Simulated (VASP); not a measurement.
A run of VASP 6.6.1 is set up as follows.

The input POSCAR:

```
AlN
1.0
    3.1120000000      0.0000000000      0.0000000000
   -1.5560000000      2.6950710566      0.0000000000
    0.0000000000      0.0000000000      4.9820000000
Al N
2 2
Direct
    0.3333333333      0.6666666667      0.0000000000
    0.6666666667      0.3333333333      0.5000000000
    0.3333333333      0.6666666667      0.3820000000
    0.6666666667      0.3333333333      0.8820000000
```

Contents of INCAR.step1:

```
ALGO     = Normal         # electronic algorithm
EDIFF    = 1E-4           # SCF threshold, eV
ENCUT    = 600            # plane-wave cutoff, eV
GGA      = PE             # functional
ISMEAR   = 0              # smearing method
LASPH    = True           # aspherical terms in the spheres
LCHARG   = False          # write CHGCAR
LREAL    = False          # projectors in reciprocal space
LWAVE    = True           # write WAVECAR
NELM     = 80             # most SCF steps
PREC     = Accurate       # precision mode
SIGMA    = 0.02           # smearing width, eV
```

File INCAR.step2:

```
ALGO     = Normal         # electronic algorithm
EDIFF    = 1E-7           # SCF threshold, eV
EDIFFG   = -0.002         # ionic threshold
ENCUT    = 600            # plane-wave cutoff, eV
IBRION   = 2              # ionic algorithm
ISIF     = 3              # what is computed and relaxed
ISMEAR   = 0              # smearing method
ISTART   = 1            
LASPH    = True           # aspherical terms in the spheres
LCHARG   = False          # write CHGCAR
LMIXTAU  = True         
LREAL    = False          # projectors in reciprocal space
LWAVE    = False          # write WAVECAR
METAGGA  = R2SCAN         # meta-GGA
NELM     = 80             # most SCF steps
NSW      = 100            # ionic steps
PREC     = Accurate       # precision mode
SIGMA    = 0.02           # smearing width, eV
```

KPOINTS

```
k-points
0
Gamma
  12 12 6
```

Potentials or basis: VASP PAW PBE potentials, release 64 (Al, N).

The run is started by

```bash
$ cat potpaw_PBE.64/Al/POTCAR potpaw_PBE.64/N/POTCAR > POTCAR
$ cp INCAR.step1 INCAR
$ mpirun -np 1 vasp_std > vasp.out
$ cp INCAR.step2 INCAR
$ mpirun -np 1 vasp_std > vasp.out
```

Predict the space group after relaxing (to 0.05 Å).

P6_3mc (No. 186).

What does it give for the relaxed cell?

a = 3.105 Å, b = 3.105 Å, c = 4.976 Å, α = 90.00°, β = 90.00°, γ = 120.00°.

Final structure:
```yaml
crystal:
  lattice:
    - [3.10523, 0.00000, 0.00000]
    - [-1.55261, 2.68920, 0.00000]
    - [0.00000, 0.00000, 4.97572]
  atoms:
    - { symbol: Al, position: [0.33333, 0.66667, 0.00017] }
    - { symbol: Al, position: [0.66667, 0.33333, 0.50017] }
    - { symbol: N, position: [0.33333, 0.66667, 0.38183] }
    - { symbol: N, position: [0.66667, 0.33333, 0.88183] }
```
